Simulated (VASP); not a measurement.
# AlAs (F-43m) in VASP: settings compared, part 2 of 2

VASP 6.6.1. Earlier steps stand in the parts before.

## Step 4: Single point, r2SCAN

This run uses another cell than the first one, of 23.78 Å³/atom, 1.040 times its volume.

POSCAR reads:

```
AlAs
1.0
    0.0000000000      2.8755729900      2.8755729900
    2.8755729900      0.0000000000      2.8755729900
    2.8755729900      2.8755729900      0.0000000000
Al As
1 1
Direct
    0.0000000000      0.0000000000      0.0000000000
    0.2500000000      0.2500000000      0.2500000000
```

INCAR.step1 reads:

```
SYSTEM = AlAs
PREC = Accurate ; ENCUT = 550
ISMEAR = -1 ; SIGMA = 0.02
LREAL = .FALSE. ; LASPH = .TRUE.
NELM = 120 ; NBANDS = 11
GGA = PE ; ALGO = Normal
EDIFF = 1E-5 ; LWAVE = .TRUE.
LCHARG = .FALSE. ; GGA_COMPAT = .FALSE.
```

INCAR.step2 reads:

```
SYSTEM = AlAs
PREC = Accurate ; ENCUT = 550
EDIFF = 1E-6 ; ISMEAR = -1
SIGMA = 0.02 ; LREAL = .FALSE.
LASPH = .TRUE. ; NELM = 120
ALGO = Normal ; ISIF = 2
LWAVE = .FALSE. ; LCHARG = .FALSE.
METAGGA = R2SCAN ; LMIXTAU = .TRUE.
NBANDS = 11 ; ISTART = 1
GGA_COMPAT = .FALSE.
```

KPOINTS reads:

```
Automatic mesh
0
G
  8 8 8
  0 0 0
```

Command:

```sh
> cat potpaw_PBE.64/Al/POTCAR potpaw_PBE.64/As/POTCAR > POTCAR
> cp INCAR.step1 INCAR
> mpirun -np 1 vasp_std > vasp.out
> cp INCAR.step2 INCAR
> mpirun -np 1 vasp_std > vasp.out
```

It took 40 s on 1 thread of Intel Xeon Platinum 8488C (Sapphire Rapids), shared host; peak memory 0.18 GiB.

The run converged. Its results:

| Quantity | Value |
| --- | --- |
| Free energy | -22.6792 eV |
| Pressure | -2.7 GPa |
| Band gap on the k mesh | 1.86 eV, indirect (least direct gap 2.30 eV) |

Levels at points of the mesh, in eV from the valence-band top:
```
           k point  band 1  band 2  band 3  band 4  band 5  band 6  band 7  band 8
(0.00, 0.00, 0.00)  -12.05    0.00    0.00    0.00    2.30    4.62    4.62    4.62
(0.50, 0.00, 0.00)  -10.68   -5.49   -0.82   -0.82    2.45    5.06    5.06    8.28
(0.50, 0.50, 0.00)  -10.14   -5.38   -2.14   -2.14    1.86    2.67   10.79   10.79
```

Caveat: the PAW data sets were made with another functional, which shifts forces and pressure a little. r2SCAN opens gaps a little over a GGA but as a rule still falls short of measured ones.

## Step 5: Single point, r2SCAN

This run uses another cell than the first one, of 24.24 Å³/atom, 1.060 times its volume.

POSCAR reads:

```
AlAs
1.0
    0.0000000000      2.8938892400      2.8938892400
    2.8938892400      0.0000000000      2.8938892400
    2.8938892400      2.8938892400      0.0000000000
Al As
1 1
Direct
    0.0000000000      0.0000000000      0.0000000000
    0.2500000000      0.2500000000      0.2500000000
```

INCAR.step1 reads:

```
PREC = Accurate ; ENCUT = 550
ISMEAR = -1 ; SIGMA = 0.02
LREAL = F ; LASPH = T
NELM = 120 ; NBANDS = 11
GGA = PE ; ALGO = Normal
EDIFF = 1E-5 ; LWAVE = T
LCHARG = F ; GGA_COMPAT = F
```

INCAR.step2 reads:

```
PREC = Accurate ; ENCUT = 550
EDIFF = 1E-6 ; ISMEAR = -1
SIGMA = 0.02 ; LREAL = F
LASPH = T ; NELM = 120
ALGO = Normal ; ISIF = 2
LWAVE = F ; LCHARG = T
METAGGA = R2SCAN ; LMIXTAU = T
LELF = T ; LVHAR = T
NBANDS = 11 ; ISTART = 1
GGA_COMPAT = F
```

KPOINTS reads:

```
regular mesh
0
Gamma
  8 8 8
```

Command:

```sh
> cat potpaw_PBE.64/Al/POTCAR potpaw_PBE.64/As/POTCAR > POTCAR
> cp INCAR.step1 INCAR
> mpirun -np 1 vasp_std > vasp.out
> cp INCAR.step2 INCAR
> mpirun -np 1 vasp_std > vasp.out
```

It took 45 s on 1 thread of Intel Xeon Platinum 8488C (Sapphire Rapids), shared host; peak memory 0.18 GiB.

The run converged. Its results:

| Property | Result |
| --- | --- |
| Free energy | -22.6601 eV |
| Pressure | -3.9 GPa |
| Band gap on the k mesh | 1.89 eV, indirect (least direct gap 2.14 eV) |

Levels at points of the mesh, in eV from the valence-band top:
```
           k point  band 1  band 2  band 3  band 4  band 5  band 6  band 7  band 8
(0.00, 0.00, 0.00)  -11.95    0.00    0.00    0.00    2.14    4.58    4.58    4.58
(0.50, 0.00, 0.00)  -10.62   -5.41   -0.80   -0.80    2.38    5.04    5.04    8.23
(0.50, 0.50, 0.00)  -10.10   -5.31   -2.10   -2.10    1.89    2.66   10.63   10.63
```

Caveat: the PAW data sets were made with another functional, which shifts forces and pressure a little.

## Step 6: Relaxation of cell and atoms, PBE

This run uses another cell than the first one, of 22.67 Å³/atom, 0.992 times its volume.

INCAR reads:

```
PREC = Accurate
ENCUT = 500
EDIFF = 1E-7
ISMEAR = -1
SIGMA = 0.02
LREAL = F
LASPH = T
NELM = 120
ALGO = Normal
ISIF = 3
LWAVE = F
LCHARG = F
GGA = PE
IBRION = 2
NSW = 80
EDIFFG = -0.01
GGA_COMPAT = F
NELMIN = 4
```

KPOINTS reads:

```
Automatic mesh
0
Gamma
  8 8 8
```

POSCAR reads:

```
AlAs
1.0
    0.0000000000      2.8304000000      2.8304000000
    2.8304000000      0.0000000000      2.8304000000
    2.8304000000      2.8304000000      0.0000000000
Al As
1 1
Direct
    0.0000000000      0.0000000000      0.0000000000
    0.2500000000      0.2500000000      0.2500000000
```

Potentials or basis: VASP PAW PBE potentials, release 64 (Al, As).

Command:

```sh
> cat potpaw_PBE.64/Al/POTCAR potpaw_PBE.64/As/POTCAR > POTCAR
> mpirun -np 1 vasp_std > vasp.out
```

Run time: 32 s. Hardware: 1 thread of Intel Xeon Platinum 8488C (Sapphire Rapids), shared host; peak memory 0.17 GiB.

It converged, with:

| Quantity | Value |
| --- | --- |
| Free energy | -9.3880 eV |
| Relaxed volume | 23.55 Å³/atom |
| Relaxed cell | a = 4.054 Å, b = 4.054 Å, c = 4.054 Å, α = 60.00°, β = 60.00°, γ = 60.00° |
| Space group after relaxing (to 0.05 Å) | F-43m (No. 216) |
| Energy gained by relaxing | 7.3 meV/atom |
| Ionic steps | 3 |
| Pressure after relaxing | 0.0 GPa |
| Band gap on the k mesh | 1.50 eV, indirect (least direct gap 1.76 eV) |

The path:
| step | energy change (eV) | largest force (eV/Å) | pressure (GPa) | volume (Å³) |
| --- | --- | --- | --- | --- |
| 1 | 0.0000 | 0.0000 | 2.77 | 45.35 |
| 2 | -0.0113 | 0.0000 | -1.18 | 47.97 |
| 3 | -0.0146 | 0.0000 | 0.01 | 47.10 |

Final structure:
```cif
data_structure
_symmetry_space_group_name_H-M 'P 1'
_symmetry_Int_Tables_number 1
_cell_length_a 4.0535
_cell_length_b 4.0535
_cell_length_c 4.0535
_cell_angle_alpha 60.000
_cell_angle_beta 60.000
_cell_angle_gamma 60.000
_cell_volume 47.10
loop_
_atom_site_label
_atom_site_type_symbol
_atom_site_fract_x
_atom_site_fract_y
_atom_site_fract_z
_atom_site_occupancy
Al1 Al 0.00000 0.00000 0.00000 1
As1 As 0.25000 0.25000 0.25000 1
```

Levels at points of the mesh, in eV from the valence-band top:
| k point | band 1 | band 2 | band 3 | band 4 | band 5 | band 6 | band 7 | band 8 |
| --- | --- | --- | --- | --- | --- | --- | --- | --- |
| (0.00, 0.00, 0.00) | -11.66 | 0.00 | 0.00 | 0.00 | 1.76 | 4.22 | 4.22 | 4.22 |
| (0.50, 0.00, 0.00) | -10.32 | -5.41 | -0.80 | -0.80 | 2.00 | 4.65 | 4.65 | 7.68 |
| (0.50, 0.50, 0.00) | -9.81 | -5.30 | -2.09 | -2.09 | 1.50 | 2.29 | 10.04 | 10.04 |

## Step 7: Summary

| task | level | cell | cutoff (eV) | gap on the mesh (eV) | pressure (GPa) |
| --- | --- | --- | --- | --- | --- |
| single point | r2SCAN | a = 4.014 Å, angles 60.0°, 2 atoms | 550 | 1.80 | 0.0 |
| single point | r2SCAN | a = 4.040 Å, angles 60.0°, 2 atoms | 550 | 1.83 | -1.4 |
| single point | r2SCAN | a = 4.067 Å, angles 60.0°, 2 atoms | 550 | 1.86 | -2.7 |
| single point | r2SCAN | a = 4.093 Å, angles 60.0°, 2 atoms | 550 | 1.89 | -3.9 |
| relaxation of cell and atoms | PBE | relaxed from a = 4.003 Å, angles 60.0°, 2 atoms | 500 | 1.50 | 0.0 |

Alike in all rows: potentials or basis VASP PAW PBE potentials, release 64 (Al, As); no spin polarisation; k mesh 8 × 8 × 8; smearing fermi-dirac 0.02 eV.

Caveats: the PAW data sets were made with another functional, which shifts forces and pressure a little (some runs).

Absolute energies hang on the potentials; compare differences alone.
